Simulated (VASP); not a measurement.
A run of VASP 6.6.1:

The input INCAR:

```
PREC = Accurate
ENCUT = 600
EDIFF = 1E-7
ISMEAR = 0
SIGMA = 0.1
LREAL = False
LASPH = True
NELM = 120
ALGO = Normal
ISIF = 3
LWAVE = False
LCHARG = False
GGA = PE
IBRION = 2
NSW = 100
EDIFFG = -0.01
GGA_COMPAT = False
NELMIN = 4
```

KPOINTS

```
Automatic mesh
0
Gamma
  8 8 12
```

The input POSCAR:

```
IrO2
1.0
    4.5053138700      0.0000000000      0.0000000000
    0.0000000000      4.5053138700      0.0000000000
    0.0000000000      0.0000000000      3.1767063100
Ir O
2 4
Direct
    0.5000000000      0.5000000000      0.5000000000
    0.0000000000      0.0000000000      0.0000000000
    0.6913366900      0.6913366900      0.0000000000
    0.8086633100      0.1913367100      0.5000000000
    0.3086633100      0.3086633100      0.0000000000
    0.1913367100      0.8086633100      0.5000000000
```

Potentials or basis: VASP PAW PBE potentials, release 64 (Ir, O).

Command:

```console
$ cat potpaw_PBE.64/Ir/POTCAR potpaw_PBE.64/O/POTCAR > POTCAR
$ mpirun -np 1 vasp_std > vasp.out
```

Hardware: 1 thread of Intel(R) Xeon(R) Platinum 8488C (Sapphire Rapids), with other jobs on the host.

Q: How long does it take, and how much memory?

A: Run time: 7.2 min on 1 thread of Intel(R) Xeon(R) Platinum 8488C (Sapphire Rapids), on a shared host, peak memory 0.32 GiB. Counts: scf iterations 58, k points 105, ion steps 7.
